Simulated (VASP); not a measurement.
# BN (F-43m) in VASP: a series of runs

The runs below take BN through G0W0 quasiparticle levels, with PBE.

Program: VASP 6.6.1. These are calculated values, not measurements. Logs are shortened: lines on timing, memory, paths and dates and some standing lists are left out, and cuts for length are marked.

## Step 1: The cell of the first run

It takes space group F-43m (No. 216, cubic). Conventional cell: a = 3.610 Å, b = 3.610 Å, c = 3.610 Å, α = 90.00°, β = 90.00°, γ = 90.00°. B (site symmetry -43m) has 4 N at 1.56 Å within 2.1 Å. N (site symmetry -43m) has 4 B at 1.56 Å within 2.1 Å.

## Step 2: G0W0 quasiparticle levels, PBE

POSCAR

```
BN
1.0
    0.0000000000      1.8048245542      1.8048245542
    1.8048245542      0.0000000000      1.8048245542
    1.8048245542      1.8048245542      0.0000000000
B N
1 1
Direct
    0.0000000000      0.0000000000      0.0000000000
    0.2500000000      0.2500000000      0.2500000000
```

INCAR.step1

```
ALGO = Normal ; EDIFF = 1E-8
ENCUT = 500 ; GGA = PE
ISMEAR = 0 ; LASPH = True
LCHARG = False ; LREAL = False
LWAVE = True ; NELM = 80
PREC = Accurate ; SIGMA = 0.01
```

INCAR.step2

```
ALGO = Exact ; EDIFF = 1E-8
ENCUT = 500 ; GGA = PE
ISMEAR = 0 ; ISTART = 1
LASPH = True ; LCHARG = False
LOPTICS = True ; LREAL = False
LWAVE = True ; NBANDS = 48
NELM = 1 ; PREC = Accurate
SIGMA = 0.01
```

INCAR.step3

```
ALGO = EVGW0 ; EDIFF = 1E-8
ENCUT = 500 ; ENCUTGW = 140.0
GGA = PE ; ISMEAR = 0
ISTART = 1 ; LASPH = True
LCHARG = False ; LREAL = False
LWAVE = False ; NBANDS = 48
NBANDSGW = 12 ; NELMGW = 1
NOMEGA = 96 ; OMEGAMAX = 20
PREC = Accurate ; PRECFOCK = Fast
SIGMA = 0.01
```

KPOINTS

```
k-points
0
Gamma
  6 6 6
```

Potentials or basis: VASP PAW PBE potentials, release 64 (B_GW, N_GW).

Command:

```sh
$ cat potpaw_PBE.64/B_GW/POTCAR potpaw_PBE.64/N_GW/POTCAR > POTCAR
$ cp INCAR.step1 INCAR
$ mpirun -np 1 vasp_std > vasp.out
$ cp INCAR.step2 INCAR
$ mpirun -np 1 vasp_std > vasp.out
$ cp INCAR.step3 INCAR
$ mpirun -np 1 vasp_std > vasp.out
```

OUTCAR:

```text
EDIFF = 1E-8
   ENCUT = 500
   ENCUTGW = 140.0
   GGA = PE
   ISMEAR = 0
   ISTART = 1
   LASPH = True
   LREAL = False
   NELMGW = 1
   PREC = Accurate
   PRECFOCK = Fast

 ion  position               nearest neighbor table
   1  0.000  0.000  0.000-   2 1.56   2 1.56   2 1.56   2 1.56
   2  0.250  0.250  0.250-   1 1.56   1 1.56   1 1.56   1 1.56

  LATTYP: Found a face centered cubic cell.
 ALAT       =     3.6096491084

  Lattice vectors:

 A1 = (   0.0000000000,   1.8048245542,   1.8048245542)
 A2 = (   1.8048245542,   0.0000000000,   1.8048245542)
 A3 = (   1.8048245542,   1.8048245542,   0.0000000000)

Analysis of symmetry for initial positions (statically):
=====================================================================
 Subroutine PRICEL returns:
 Original cell was already a primitive cell.

 Routine SETGRP: Setting up the symmetry group for a
 face centered cubic supercell.

 Subroutine GETGRP returns: Found 24 space group operations
 (whereof 24 operations were pure point group operations)
 out of a pool of 48 trial point group operations.

The static configuration has the point symmetry T_d .

Analysis of symmetry for dynamics (positions and initial velocities):
=====================================================================
 Subroutine PRICEL returns:
 Original cell was already a primitive cell.

 Routine SETGRP: Setting up the symmetry group for a
 face centered cubic supercell.

 Subroutine GETGRP returns: Found 24 space group operations
 (whereof 24 operations were pure point group operations)
 out of a pool of 48 trial point group operations.

The dynamic configuration has the point symmetry T_d .

 Subroutine INISYM returns: Found 24 space group operations
 (whereof 24 operations are pure point group operations),
 and found     1 'primitive' translations

----------------------------------------------------------------------------------------

                                     Primitive cell

  volume of cell :      11.7580

[... 78 lines left out ...]
   NELM   =     60;   NELMIN=  2; NELMDL=  0     # of ELM steps
   EDIFF  = 0.1E-07   stopping-criterion for ELM
   LREAL  =      F    real-space projection
   EDIFFG = 0.1E-06   stopping-criterion for IOM
   NSW    =      0    number of steps for IOM
   IBRION =     -1    ionic relax: 0-MD 1-quasi-New 2-CG
   NFREE  =      0    steps in history (QN), initial steepest desc. (CG)
   ISIF   =      0    stress and relaxation
   ISYM   =      3    0-nonsym 1-usesym 2-fastsym
   POTIM  = 0.5000    time-step for ionic-motion
   TEBEG  =    0.0;   TEEND  =   0.0 temperature during run
   PSTRESS=    0.0 pullay stress
   NELECT =       8.0000    total number of electrons
   NUPDOWN=      -1.0000    fix difference up-down
   EMIN   =  10.00;   EMAX   =-10.00  energy-range for DOS
   EFERMI =   0.00;   METHOD = LEGACY
   ISMEAR =     0;   SIGMA  =   0.01  broadening in eV -4-tet -1-fermi 0-gaus
   EFERMI_NEDOS =   21; number of points for ismear=-14 and -15
   IALGO  =     38    algorithm
   IMIX   =      4    mixing-type and parameters
     AMIX     =   0.40;   BMIX     =  1.00
     AMIX_MAG =   1.60;   BMIX_MAG =  1.00
  volume/ion in A,a.u.               =       5.88        39.67
  Fermi-wavevector in a.u.,A,eV,Ry     =   1.439881  2.720980 28.208365  2.073256
  Thomas-Fermi vector in A             =   2.558687
   LORBIT       =      0    0 simple, 1 ext, 2 COOP (PROOUT), +10 PAW based schemes
   GGA     = PE    functional components
   LHFCALC =     T    Hartree Fock is set to
   PRECFOCK=fast      Normal, Fast or Accurate (Low or Medium for compatibility)
   ENCUT4O =  -1.0   cutoff for four orbital integrals eV
   NKREDX  =     1    reduce k-point grid by
   NKREDY  =     1    reduce k-point grid by
   NKREDZ  =     1    reduce k-point grid by
   AEXX    =    1.0000 exact exchange contribution
   HFSCREEN=    0.0000 screening length (either q_TF or 0.3 A-1)
   HFSCREENC=   0.0000 screening length for correlation (either q_TF or 0.3 A-1)
   ENCUTFOCK=  -1.0 apply spherical cutoff to Coloumb kernel
   IVDW    =     0    specifies the selected vdW correction
   LEPSILON=     F    determine dielectric tensor
   LRPA    =     F    only Hartree local field effects (RPA)
   LRPAFORCE           =     F    calculate RPA forces
   ENCUTGW             = 140.0    cutoff for response function in eV
   ENCUTGWSOFT         = 112.0    soft cutoff for Coulomb kernel in GW response function in eV
   ENCUTLF             =  -1.0    cutoff for local field effects
   NELMGW              =     1    number of iterations in solving QP/BSE equation
   NELMHF              =     1    number of iterations in the inner HF iteration
   NKREDLFX            =     1    NKREDLFY  =   1   NKREDLFZ  =   1
 non-spin polarized calculation
 Gauss-broadening in eV      SIGMA  =   0.01
  energy-cutoff  :      500.00
  volume of cell :       11.76
 maximum number of plane-waves:       310
 NGX is ok and might be reduce to    20
  NGX = 12; NGY = 12; NGZ = 12
   NGX =  9   NGY =  9   NGZ =  9
 maximum number of plane-waves:        59

 QP shifts <psi_nk| G(iteration)W_0 |psi_nk>: iteration 1
 for sc-GW calculations column KS-energies equals QP-energies in previous step
 and V_xc(KS)=  KS-energies - (<T + V_ion + V_H > + <T+V_H+V_ion>^1  + <V_x>^1)

 k-point   1 :       0.0000    0.0000    0.0000
  band No.  KS-energies  QP-energies   sigma(KS)   V_xc(KS)     V^pw_x(r,r')   Z            occupation Imag(sigma)

      1     -12.7664     -14.6512     -17.8932     -15.4971     -26.5176       0.7866       2.0000       1.3324
      2       7.5171       6.8141     -19.1488     -18.2998     -21.9092       0.8279       2.0000       0.0305
      3       7.5171       6.8141     -19.1488     -18.2998     -21.9092       0.8279       2.0000       0.0305
      4       7.5171       6.8141     -19.1488     -18.2998     -21.9092       0.8279       2.0000       0.0305
      5      16.3586      17.7505     -12.1390     -13.8009      -7.0177       0.8376       0.0000      -0.0443
      6      16.3586      17.7505     -12.1390     -13.8009      -7.0177       0.8376       0.0000      -0.0443
      7      16.3586      17.7505     -12.1390     -13.8009      -7.0177       0.8376       0.0000      -0.0443
      8      17.9365      19.1801     -13.9291     -15.4444      -8.3820       0.8207       0.0000      -0.0550
      9      32.3460      32.8241     -10.8512     -11.4569      -3.3124       0.7893       0.0000      -0.4537
     10      35.3495      36.5998     -11.8397     -13.3424      -5.4646       0.8320       0.0000      -0.4821
     11      35.3495      36.5998     -11.8397     -13.3424      -5.4646       0.8320       0.0000      -0.4821
     12      35.9536      36.6023     -10.3337     -11.1067      -3.0540       0.8391       0.0000      -0.8839
[... 228 lines left out ...]
      1      -6.9250      -8.3271     -19.3638     -17.4809     -26.9063       0.7446       2.0000       0.4973
      2      -0.7040      -2.2638     -17.4587     -15.4654     -22.1106       0.7825       2.0000       0.0753
      3       1.2943      -0.0433     -17.4849     -15.8126     -21.4612       0.7999       2.0000       0.0526
      4       1.3344       0.0536     -16.9280     -15.3355     -20.6535       0.8043       2.0000       0.0493
      5      15.3084      16.3621     -12.6463     -13.9037      -7.8517       0.8379       0.0000      -0.0425
      6      19.5701      20.7504     -12.1397     -13.5608      -6.6699       0.8306       0.0000      -0.0487
      7      22.6632      24.2884     -13.1604     -15.2165      -6.4472       0.7904       0.0000      -0.0907
      8      24.3752      26.0995     -13.4186     -15.6215      -6.4999       0.7827       0.0000      -0.1083
      9      27.1737      28.8230     -14.1089     -16.2398      -6.8276       0.7740       0.0000      -0.1817
     10      33.4908      34.9613     -12.0597     -13.9142      -4.2245       0.7929       0.0000      -0.6119
     11      37.7927      38.8213     -11.6291     -12.8791      -4.1988       0.8229       0.0000      -0.8649
     12      40.9415      42.2068     -11.4083     -12.9550      -3.8572       0.8181       0.0000      -0.9576
```

OUTCAR.step1:

```text
EDIFF = 1E-8
   ENCUT = 500
   GGA = PE
   ISMEAR = 0
   LASPH = True
[... 386 lines left out ...]
 -----------------------------------------------------------------------------------
      0.00000      0.00000      0.00000         0.000000      0.000000      0.000000
      0.90241      0.90241      0.90241        -0.000000     -0.000000     -0.000000
 -----------------------------------------------------------------------------------
    total drift:                                0.000001      0.000001      0.000001

  FREE ENERGIE OF THE ION-ELECTRON SYSTEM (eV)
  ---------------------------------------------------
  free  energy   TOTEN  =       -17.4560108107 eV

  energy  without entropy=      -17.4560108107  energy(sigma->0) =      -17.45601081
```

It took 24 s on 1 thread of Intel Xeon 6975P-C (Granite Rapids), shared host; peak memory 0.21 GiB.

Results:

```
Quasiparticle gap                                   : 5.91 eV
Least direct quasiparticle gap                      : 10.94 eV
Band gap of the starting levels on the mesh         : 4.47 eV
Least direct gap of the starting levels on the mesh : 8.84 eV
```

Caveat: the k points lie up to 0.50 Å⁻¹ apart; bands, screening cutoff and mesh are small and nothing is extrapolated, so the quasiparticle values aren't converged.

## Step 3: G0W0 quasiparticle levels, PBE

POSCAR is that of step 2.

INCAR.step1

```
SYSTEM = BN
  ALGO = Normal
  EDIFF = 1E-8
  ENCUT = 500
  GGA = PE
  ISMEAR = 0
  LASPH = .TRUE.
  LCHARG = .FALSE.
  LREAL = .FALSE.
  LWAVE = .TRUE.
  NELM = 100
  PREC = Accurate
  SIGMA = 0.01
```

INCAR.step2

```
SYSTEM = BN
  ALGO = Exact
  EDIFF = 1E-8
  ENCUT = 500
  GGA = PE
  ISMEAR = 0
  ISTART = 1
  LASPH = .TRUE.
  LCHARG = .FALSE.
  LOPTICS = .TRUE.
  LREAL = .FALSE.
  LWAVE = .TRUE.
  NBANDS = 48
  NELM = 1
  PREC = Accurate
  SIGMA = 0.01
```

INCAR.step3

```
SYSTEM = BN
  ALGO = EVGW0
  EDIFF = 1E-8
  ENCUT = 500
  ENCUTGW = 140.0
  GGA = PE
  ISMEAR = 0
  ISTART = 1
  LASPH = .TRUE.
  LCHARG = .FALSE.
  LREAL = .FALSE.
  LWAVE = .FALSE.
  NBANDS = 48
  NBANDSGW = 12
  NELMGW = 1
  NOMEGA = 96
  OMEGAMAX = 20
  PREC = Accurate
  PRECFOCK = Fast
  SIGMA = 0.01
```

KPOINTS

```
k-points
0
G
  6 6 6
  0 0 0
```

Potentials or basis: VASP PAW PBE potentials, release 64 (B_GW, N_GW).

Command:

```sh
$ cat potpaw_PBE.64/B_GW/POTCAR potpaw_PBE.64/N_GW/POTCAR > POTCAR
$ cp INCAR.step1 INCAR
$ mpirun -np 1 vasp_std > vasp.out
$ cp INCAR.step2 INCAR
$ mpirun -np 1 vasp_std > vasp.out
$ cp INCAR.step3 INCAR
$ mpirun -np 1 vasp_std > vasp.out
```

OUTCAR:

```text
SYSTEM = BN
   EDIFF = 1E-8
   ENCUT = 500
   ENCUTGW = 140.0
   GGA = PE
   ISMEAR = 0
   ISTART = 1
   LASPH = .TRUE.
   LREAL = .FALSE.
   NELMGW = 1
   PREC = Accurate
   PRECFOCK = Fast

 ion  position               nearest neighbor table
   1  0.000  0.000  0.000-   2 1.56   2 1.56   2 1.56   2 1.56
   2  0.250  0.250  0.250-   1 1.56   1 1.56   1 1.56   1 1.56

  LATTYP: Found a face centered cubic cell.
 ALAT       =     3.6096491084

  Lattice vectors:

 A1 = (   0.0000000000,   1.8048245542,   1.8048245542)
 A2 = (   1.8048245542,   0.0000000000,   1.8048245542)
 A3 = (   1.8048245542,   1.8048245542,   0.0000000000)

Analysis of symmetry for initial positions (statically):
=====================================================================
 Subroutine PRICEL returns:
 Original cell was already a primitive cell.

 Routine SETGRP: Setting up the symmetry group for a
 face centered cubic supercell.

 Subroutine GETGRP returns: Found 24 space group operations
 (whereof 24 operations were pure point group operations)
 out of a pool of 48 trial point group operations.

The static configuration has the point symmetry T_d .

Analysis of symmetry for dynamics (positions and initial velocities):
=====================================================================
 Subroutine PRICEL returns:
 Original cell was already a primitive cell.

[... 113 lines left out ...]
   ISMEAR =     0;   SIGMA  =   0.01  broadening in eV -4-tet -1-fermi 0-gaus
   EFERMI_NEDOS =   21; number of points for ismear=-14 and -15
   IALGO  =     38    algorithm
   IMIX   =      4    mixing-type and parameters
     AMIX     =   0.40;   BMIX     =  1.00
     AMIX_MAG =   1.60;   BMIX_MAG =  1.00
  volume/ion in A,a.u.               =       5.88        39.67
  Fermi-wavevector in a.u.,A,eV,Ry     =   1.439881  2.720980 28.208365  2.073256
  Thomas-Fermi vector in A             =   2.558687
   LORBIT       =      0    0 simple, 1 ext, 2 COOP (PROOUT), +10 PAW based schemes
   GGA     = PE    functional components
   LHFCALC =     T    Hartree Fock is set to
   PRECFOCK=fast      Normal, Fast or Accurate (Low or Medium for compatibility)
   ENCUT4O =  -1.0   cutoff for four orbital integrals eV
   NKREDX  =     1    reduce k-point grid by
   NKREDY  =     1    reduce k-point grid by
   NKREDZ  =     1    reduce k-point grid by
   AEXX    =    1.0000 exact exchange contribution
   HFSCREEN=    0.0000 screening length (either q_TF or 0.3 A-1)
   HFSCREENC=   0.0000 screening length for correlation (either q_TF or 0.3 A-1)
   ENCUTFOCK=  -1.0 apply spherical cutoff to Coloumb kernel
   IVDW    =     0    specifies the selected vdW correction
   LEPSILON=     F    determine dielectric tensor
   LRPA    =     F    only Hartree local field effects (RPA)
   LRPAFORCE           =     F    calculate RPA forces
   ENCUTGW             = 140.0    cutoff for response function in eV
   ENCUTGWSOFT         = 112.0    soft cutoff for Coulomb kernel in GW response function in eV
   ENCUTLF             =  -1.0    cutoff for local field effects
   NELMGW              =     1    number of iterations in solving QP/BSE equation
   NELMHF              =     1    number of iterations in the inner HF iteration
   NKREDLFX            =     1    NKREDLFY  =   1   NKREDLFZ  =   1
 non-spin polarized calculation
 Gauss-broadening in eV      SIGMA  =   0.01
  energy-cutoff  :      500.00
  volume of cell :       11.76
 maximum number of plane-waves:       310
 NGX is ok and might be reduce to    20
  NGX = 12; NGY = 12; NGZ = 12
   NGX =  9   NGY =  9   NGZ =  9
 maximum number of plane-waves:        59

 QP shifts <psi_nk| G(iteration)W_0 |psi_nk>: iteration 1
 for sc-GW calculations column KS-energies equals QP-energies in previous step
 and V_xc(KS)=  KS-energies - (<T + V_ion + V_H > + <T+V_H+V_ion>^1  + <V_x>^1)

 k-point   1 :       0.0000    0.0000    0.0000
  band No.  KS-energies  QP-energies   sigma(KS)   V_xc(KS)     V^pw_x(r,r')   Z            occupation Imag(sigma)

      1     -12.7664     -14.6512     -17.8932     -15.4971     -26.5176       0.7866       2.0000       1.3324
      2       7.5171       6.8141     -19.1488     -18.2998     -21.9092       0.8279       2.0000       0.0305
      3       7.5171       6.8141     -19.1488     -18.2998     -21.9092       0.8279       2.0000       0.0305
      4       7.5171       6.8141     -19.1488     -18.2998     -21.9092       0.8279       2.0000       0.0305
      5      16.3586      17.7505     -12.1390     -13.8009      -7.0177       0.8376       0.0000      -0.0443
      6      16.3586      17.7505     -12.1390     -13.8009      -7.0177       0.8376       0.0000      -0.0443
      7      16.3586      17.7505     -12.1390     -13.8009      -7.0177       0.8376       0.0000      -0.0443
      8      17.9365      19.1801     -13.9291     -15.4444      -8.3820       0.8207       0.0000      -0.0550
      9      32.3460      32.8241     -10.8512     -11.4569      -3.3124       0.7893       0.0000      -0.4537
     10      35.3495      36.5998     -11.8397     -13.3424      -5.4646       0.8320       0.0000      -0.4821
     11      35.3495      36.5998     -11.8397     -13.3424      -5.4646       0.8320       0.0000      -0.4821
     12      35.9536      36.6023     -10.3337     -11.1067      -3.0540       0.8391       0.0000      -0.8839
[... 228 lines left out ...]
      1      -6.9250      -8.3271     -19.3638     -17.4809     -26.9063       0.7446       2.0000       0.4973
      2      -0.7040      -2.2638     -17.4587     -15.4654     -22.1106       0.7825       2.0000       0.0753
      3       1.2943      -0.0433     -17.4849     -15.8126     -21.4612       0.7999       2.0000       0.0526
      4       1.3344       0.0536     -16.9280     -15.3355     -20.6535       0.8043       2.0000       0.0493
      5      15.3084      16.3621     -12.6463     -13.9037      -7.8517       0.8379       0.0000      -0.0425
      6      19.5701      20.7504     -12.1397     -13.5608      -6.6699       0.8306       0.0000      -0.0487
      7      22.6632      24.2884     -13.1604     -15.2165      -6.4472       0.7904       0.0000      -0.0907
      8      24.3752      26.0995     -13.4186     -15.6215      -6.4999       0.7827       0.0000      -0.1083
      9      27.1737      28.8230     -14.1089     -16.2398      -6.8276       0.7740       0.0000      -0.1817
     10      33.4908      34.9613     -12.0597     -13.9142      -4.2245       0.7929       0.0000      -0.6119
     11      37.7927      38.8213     -11.6291     -12.8791      -4.1988       0.8229       0.0000      -0.8649
     12      40.9415      42.2068     -11.4083     -12.9550      -3.8572       0.8181       0.0000      -0.9576
```

Run time: 2.1 min. Hardware: 1 thread of Intel Xeon 8259CL, shared host; peak memory 0.21 GiB.

Results:

- Quasiparticle gap: 5.91 eV
- Least direct quasiparticle gap: 10.94 eV
- Band gap of the starting levels on the mesh: 4.47 eV
- Least direct gap of the starting levels on the mesh: 8.84 eV

Caveat: the k points lie up to 0.50 Å⁻¹ apart; bands, screening cutoff and mesh are small and nothing is extrapolated, so the quasiparticle values aren't converged.
